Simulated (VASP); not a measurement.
## C: single point with PBE

C:

```
C
1.0
     1.74030    0.00000    0.00000
     0.00000    1.74030    0.00000
     0.00000    0.00000    1.74030
C
1
Direct
  0.00000 0.00000 0.00000
```

| Quantity | Value |
| --- | --- |
| Program | VASP 6.6.1 |
| Task | single point |
| Functional | PBE |
| Potentials or basis | VASP PAW PBE potentials, release 64 (C) |
| Cutoff | 520 eV |
| k mesh | 31 × 31 × 31 |
| Occupations | fermi-dirac, width 0.0612256 eV |
| Spin | no spin polarisation |

| Item | Value |
| --- | --- |
| Pressure | 21.3 GPa |
| Band gap on the k mesh | zero (band 2 reaches 21.57 eV, above the bottom of band 3 at 9.46 eV) |

Levels at points of the mesh, in eV from the Fermi level:
| k point | band 1 | band 2 | band 3 | band 4 | band 5 | band 6 |
| --- | --- | --- | --- | --- | --- | --- |
| (0.00, 0.00, 0.00) | -23.12 | 9.67 | 9.67 | 9.67 | 25.96 | 25.96 |

Run time: 45 s on 1 thread of AMD EPYC 7R13, with other jobs on the host, peak memory 0.1 GiB.
